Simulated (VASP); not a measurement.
Set up this calculation in VASP 6.6.1, as the native input.

```
Task                   : single point
Functional             : PBE
Potentials or basis    : VASP PAW PBE potentials, release 64 (Ta_pv)
Cutoff                 : 520 eV
k mesh                 : 18 × 18 × 18
Occupations            : gaussian, width 0.1 eV
Spin                   : no spin polarisation
Dipole correction      : no
Further INCAR settings : ALGO = Normal; EDIFF = 1e-07; NBANDS = 12
```

The structure of Ta lies in POSCAR:

```
Ta
1.0
   -1.6595311966      1.6595311966      1.6595311966
    1.6595311966     -1.6595311966      1.6595311966
    1.6595311966      1.6595311966     -1.6595311966
Ta
1
Direct
    0.0000000000      0.0000000000      0.0000000000
```

The input as run:

INCAR

```
SYSTEM = Ta
  PREC = Accurate
  ENCUT = 520
  EDIFF = 1E-7
  ISMEAR = 0
  SIGMA = 0.1
  LREAL = .FALSE.
  LASPH = .TRUE.
  NELM = 60
  ALGO = Normal
  ISIF = 2
  LWAVE = .FALSE.
  LCHARG = .FALSE.
  GGA = PE
  NBANDS = 12
```

KPOINTS

```
Automatic mesh
0
G
  18 18 18
  0 0 0
```

Potentials or basis: VASP PAW PBE potentials, release 64 (Ta_pv).

The run is started by

```sh
$ cat potpaw_PBE.64/Ta_pv/POTCAR > POTCAR
$ mpirun -np 1 vasp_std > vasp.out
```

Results of the run:

```json
{
 "Pressure": "0.0 GPa"
}
```

Wall time 16 s on 1 thread of Intel(R) Xeon(R) Platinum 8375C CPU @ 2.90GHz (Ice Lake), with other jobs on the host, peak memory 0.17 GiB.
